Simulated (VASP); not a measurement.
A run of VASP 6.6.1:

Contents of INCAR:

```
ALGO = Fast ; EDIFF = 1E-6
ENCUT = 520 ; GGA = PS
ISIF = 2 ; ISMEAR = 0
LASPH = True ; LCHARG = False
LREAL = False ; LWAVE = False
NBANDS = 18 ; NELM = 80
PREC = Accurate ; SIGMA = 0.15
```

The input KPOINTS:

```
k-points
0
Gamma
  16 16 16
```

File POSCAR:

```
TiPd
1.0
    3.1005000000      0.0000000000      0.0000000000
    0.0000000000      3.1005000000      0.0000000000
    0.0000000000      0.0000000000      3.1005000000
Ti Pd
1 1
Direct
    0.5000000000      0.5000000000      0.5000000000
    0.0000000000      0.0000000000      0.0000000000
```

Potentials or basis: VASP PAW PBE potentials, release 64 (Ti_sv, Pd).

Command:

```console
$ cat potpaw_PBE.64/Ti_sv/POTCAR potpaw_PBE.64/Pd/POTCAR > POTCAR
$ mpirun -np 1 vasp_std > vasp.out
```

Hardware: 1 thread of Intel(R) Xeon(R) 6975P-C (Granite Rapids) (shared host).

Question: Estimate the wall time of this run.

Answer: It took 44 s on 1 thread of Intel(R) Xeon(R) 6975P-C (Granite Rapids) (shared host), peak memory 0.21 GiB. Counts: scf iterations 27, k points 165.
